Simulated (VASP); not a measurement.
Runs of VASP 6.6.1 on SnO2. The structure is that of space group Pbcn (No. 60), or close to it. The cells are those of the table. 

```csv
cell,gap on the mesh (eV),pressure (GPa),largest force (eV/Å)
"a = 4.499, b = 5.809, c = 4.983 Å, 12 atoms",(b),33.7,0.93
"a = 4.628, b = 5.740, c = 5.126 Å, 12 atoms",(a),19.7,0.40
"a = 4.401, b = 5.797, c = 4.874 Å, 12 atoms",3.01,51.0,1.46
"a = 4.460, b = 5.644, c = 4.940 Å, 12 atoms",3.11,50.2,1.05
"a = 5.048, b = 5.664, c = 5.591 Å, 12 atoms",0.08,-11.2,0.33
"a = 4.490, b = 5.569, c = 4.973 Å, 12 atoms",3.10,49.9,0.87
"a = 5.008, b = 5.968, c = 5.547 Å, 12 atoms",none,(d),0.28
"a = 4.822, b = 5.747, c = 5.341 Å, 12 atoms",0.94,0.5,0.07
"a = 4.560, b = 5.656, c = 5.050 Å, 12 atoms",2.51,33.0,0.62
"a = 4.581, b = 5.350, c = 5.073 Å, 12 atoms",(c),49.3,0.75
"a = 4.715, b = 5.290, c = 5.222 Å, 12 atoms",2.15,32.5,0.63
"a = 4.882, b = 6.055, c = 5.407 Å, 12 atoms",0.29,-11.1,0.16
```

Alike in all rows: task single point; level PBE; potentials or basis VASP PAW PBE potentials, release 64 (Sn_d, O); no spin polarisation; k mesh 6 × 6 × 6; cutoff (eV) 520; smearing gaussian 0.05 eV.

Task: Fill in the values left out.

Result: (a) 1.96; (b) 2.47; (c) 2.93; (d) -15.2.

Caveats: spin-orbit coupling is left out, which moves the levels of the heavy elements; the cell stands under pressure (at least some runs); the cell stands under tension (at least some runs); forces of over 1 eV/Å act on the atoms, so gaps and moduli don't describe the material at rest (at least some runs); semilocal functionals underestimate gaps, so a narrow gap can read as zero (at least some runs).

A k mesh can miss the band edges, and the runs leave out spin-orbit coupling on Sn.

A gap of «none» marks levels without a gap at the run's occupations.
